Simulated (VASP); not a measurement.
Write the native input for VASP 6.6.1 that does the following.

| Property | Result |
| --- | --- |
| Task | single point |
| Functional | HSE06 |
| Potentials or basis | VASP PAW PBE potentials, release 64 (Ga_d, As) |
| Cutoff | 520 eV |
| k mesh | 3 × 3 × 3 |
| Occupations | fermi-dirac, width 0.02 eV |
| Spin | no spin polarisation |
| Dipole correction | no |
| Grid for exact exchange (PRECFOCK) | Normal |
| Further INCAR settings | ALGO = Normal; EDIFF = 1e-06; NBANDS = 16 |
| Screening parameter | 0.2079 1/Å |

GaAs (zinc blende type):

```
CELL_PARAMETERS angstrom
0.00000 2.87500 2.87500
2.87500 0.00000 2.87500
2.87500 2.87500 0.00000
ATOMIC_POSITIONS crystal
Ga 0.00000 0.00000 0.00000
As 0.25000 0.25000 0.25000
```

These files were run (other wordings do the same):

POSCAR

```
GaAs
1.0
    0.0000000000      2.8750000000      2.8750000000
    2.8750000000      0.0000000000      2.8750000000
    2.8750000000      2.8750000000      0.0000000000
Ga As
1 1
Direct
    0.0000000000      0.0000000000      0.0000000000
    0.2500000000      0.2500000000      0.2500000000
```

INCAR.step1

```
ALGO = Normal
EDIFF = 1E-5
ENCUT = 520
GGA = PE
ISIF = 2
ISMEAR = -1
LASPH = T
LCHARG = F
LREAL = F
LWAVE = T
NBANDS = 16
NELM = 100
PREC = Accurate
SIGMA = 0.02
```

INCAR.step2

```
ALGO = Normal
EDIFF = 1E-6
ENCUT = 520
GGA = PE
HFSCREEN = 0.2079
ISIF = 2
ISMEAR = -1
ISTART = 1
LASPH = T
LCHARG = F
LHFCALC = T
LREAL = F
LWAVE = F
NBANDS = 16
NELM = 100
PREC = Accurate
PRECFOCK = Normal
SIGMA = 0.02
```

KPOINTS

```
k-points
0
Gamma
  3 3 3
```

Potentials or basis: VASP PAW PBE potentials, release 64 (Ga_d, As).

Command:

```sh
$ cat potpaw_PBE.64/Ga_d/POTCAR potpaw_PBE.64/As/POTCAR > POTCAR
$ cp INCAR.step1 INCAR
$ mpirun -np 1 vasp_std > vasp.out
$ cp INCAR.step2 INCAR
$ mpirun -np 1 vasp_std > vasp.out
```

It gave:

The pressure is -1.5 GPa and the band gap on the k mesh is 1.13 eV, direct.

Caveat: the k points lie up to 0.63 Å⁻¹ apart; the PAW data sets were made with another functional, which shifts forces and pressure a little.

It took 3.2 min on 1 thread of AMD EPYC 7R43 64-Core Processor (Zen 3), with other jobs on the host, peak memory 0.23 GiB.
